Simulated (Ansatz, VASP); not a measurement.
## Two plane-wave programs on C

Contents of INCAR:

```
SYSTEM = C
ALGO     = Normal         ! electronic algorithm
EDIFF    = 1E-6           ! SCF threshold, eV
ENCUT    = 600            ! plane-wave cutoff, eV
GGA      = PE             ! functional
GGA_COMPAT= .FALSE.      
ISIF     = 2              ! what is computed and relaxed
ISMEAR   = 0              ! smearing method
LASPH    = .TRUE.         ! aspherical terms in the spheres
LCHARG   = .TRUE.         ! write CHGCAR
LELF     = .TRUE.         ! ELF
LREAL    = .FALSE.        ! projectors in reciprocal space
LVHAR    = .TRUE.       
LWAVE    = .FALSE.        ! write WAVECAR
NBANDS   = 11             ! bands
NELM     = 120            ! most SCF steps
PREC     = Accurate       ! precision mode
SIGMA    = 0.02           ! smearing width, eV
```

The input KPOINTS:

```
k-points
0
G
  12 12 12
  0 0 0
```

File POSCAR:

```
C
1.0
    0.0000000000      1.7688652900      1.7688652900
    1.7688652900      0.0000000000      1.7688652900
    1.7688652900      1.7688652900      0.0000000000
C
2
Direct
    0.5000000000      0.5000000000      0.5000000000
    0.7500000000      0.7500000000      0.7500000000
```

Input for Ansatz:

```yaml
crystal:
  lattice:
    - [0.0, 1.76886529, 1.76886529]
    - [1.76886529, 0.0, 1.76886529]
    - [1.76886529, 1.76886529, 0.0]
  atoms:
    - { symbol: C, position: [0.5, 0.5, 0.5] }
    - { symbol: C, position: [0.75, 0.75, 0.75] }
basis:
  ecutwfc: 420
kpoints:
  mp_grid: { grid: [12, 12, 12] }
hamiltonian:
  xc: pbe
scf:
  occupations: { method: gaussian, width: 0.02 }
output:
  forces: true
  stress: true
  eigenvalues: true
```

Alike in both runs: task single point; functional PBE; k mesh 12 × 12 × 12; occupations gaussian, width 0.02 eV; no spin polarisation.

|  | VASP | Ansatz |
| --- | --- | --- |
| version | VASP 6.6.1 | Ansatz 0.2.0 |
| potentials or method | VASP PAW PBE potentials, release 64 (C), cutoff 600 eV | scalar-relativistic, plane waves, PAW |
| valence electrons in the cell | 8 | 8 |

```csv
,VASP,Ansatz,Ansatz less VASP
gap on the k mesh at the Fermi level (eV),4.21,4.21,+0.004
least direct gap on the mesh (eV),5.66,5.66,+0.005
pressure (GPa),13.1,13.0,-0.08
```

With one functional, cell and mesh, what is left measures potentials, basis and numerics.
